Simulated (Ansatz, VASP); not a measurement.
## Two plane-wave programs on Al3Si2F

```
Al Si F
1.0
     3.65509    0.00000    0.00000
    -1.82754    3.16540    0.00000
     0.00000    0.00000    8.62750
Al Si F
3 2 1
Direct
  0.33333 0.66667 0.15050
  0.66667 0.33333 0.84950
  0.00000 0.00000 0.50000
  0.66667 0.33333 0.32627
  0.33333 0.66667 0.67373
  0.00000 0.00000 0.00000
```

Alike in both runs: functional PBE; k mesh 4 × 4 × 2; occupations gaussian, width 0.15 eV; no spin polarisation.

Ansatz relaxed the structure, and its values are those at the end. VASP's run is a single point on that final structure, the one shown.

```csv
,VASP,Ansatz
version,VASP 6.6.1,Ansatz 0.2.0
potentials or method,"VASP PAW PBE potentials, release 64 (Al, Si, F), cutoff 600 eV","scalar-relativistic, plane waves, PAW"
valence electrons in the cell,24,24
```

Ansatz gave:

- gap on the k mesh at the Fermi level (eV): none
- pressure (GPa): 0.6
- rms of the force components (eV/Å): 0.011

What did VASP give for the same quantities?

gap on the k mesh at the Fermi level (eV): none; pressure (GPa): 0.5; rms of the force components (eV/Å): 0.011.

A gap of «none» marks a metal or a gap that the smearing closes. The functional is the same, so the differences come from potentials, cutoffs and numerics.

The k mesh is coarse, so the values compare programs but aren't converged.
